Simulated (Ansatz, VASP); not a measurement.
One calculation of MgCd3O4, two programs

INCAR

```
ALGO = Normal ; EDIFF = 1E-7
EDIFFG = -0.04 ; ENCUT = 600
GGA = PE ; IBRION = 2
ISIF = 3 ; ISMEAR = 0
LASPH = True ; LCHARG = False
LREAL = False ; LWAVE = False
NELM = 60 ; NSW = 90
PREC = Accurate ; SIGMA = 0.1
```

Contents of KPOINTS:

```
k-points
0
Gamma
  6 6 2
```

Contents of POSCAR:

```
MgCd3O4
1.0
    3.5378538500      0.0000000000      0.0000000000
    0.0000000000      3.5378538500      0.0000000000
    0.0000000000      0.0000000000     10.0065617800
Mg Cd O
1 3 4
Direct
    0.0000000000      0.0000000000      0.5000000000
    0.0000000000      0.0000000000      0.0000000000
    0.5000000000      0.5000000000      0.2500000000
    0.5000000000      0.5000000000      0.7500000000
    0.0000000000      0.0000000000      0.2500000000
    0.5000000000      0.5000000000      0.5000000000
    0.0000000000      0.0000000000      0.7500000000
    0.5000000000      0.5000000000      0.0000000000
```

Input for Ansatz:

```yaml
crystal:
  lattice:
    - [3.53785385, 0.0, 0.0]
    - [0.0, 3.53785385, 0.0]
    - [0.0, 0.0, 10.00656178]
  atoms:
    - { symbol: Mg, position: [0.0, 0.0, 0.5] }
    - { symbol: Cd, position: [0.0, 0.0, 0.0] }
    - { symbol: Cd, position: [0.5, 0.5, 0.25] }
    - { symbol: Cd, position: [0.5, 0.5, 0.75] }
    - { symbol: O, position: [0.0, 0.0, 0.25] }
    - { symbol: O, position: [0.5, 0.5, 0.5] }
    - { symbol: O, position: [0.0, 0.0, 0.75] }
    - { symbol: O, position: [0.5, 0.5, 0.0] }
basis:
  ecutwfc: 420
kpoints:
  mp_grid: { grid: [6, 6, 2] }
hamiltonian:
  xc: pbe
scf:
  occupations: { method: gaussian, width: 0.1 }
  lower_state_search: "off"
output:
  forces: true
  stress: true
  eigenvalues: true
relax:
  adjacent_minimum: "off"
  f_tol: 0.04
  max_steps: 70
  cell: { stress_tol: 0.4 }
```

Alike in both runs: task relaxation of cell and atoms; functional PBE; k mesh 6 × 6 × 2; occupations gaussian, width 0.1 eV; no spin polarisation.

|  | VASP | Ansatz |
| --- | --- | --- |
| version | VASP 6.6.1 | Ansatz 0.2.0 |
| potentials or method | VASP PAW PBE potentials, release 64 (Mg, Cd, O), cutoff 600 eV | scalar-relativistic, plane waves, PAW |
| valence electrons in the cell | 62 | 94 |

Ansatz gave:

```
gap on the k mesh at the Fermi level, each at its own relaxed structure (eV) : none
relaxed volume (Å³/atom)                                                     : 12.77
relaxed cell length with the largest relative difference (Å)                 : 3.309
```

Task: What did VASP give for the same quantities?

Result: gap on the k mesh at the Fermi level, each at its own relaxed structure (eV): none; relaxed volume (Å³/atom): 12.84; relaxed cell length with the largest relative difference (Å): 3.319.

A gap of «none» marks a metal or a gap that the smearing closes. VASP's potentials hold 62 valence electrons a cell and Ansatz's 94, so a difference there can come from the potentials and not from the codes.

Noted on VASP's run: the volume moved by over 15 % at a fixed basis, so the end points are rough.
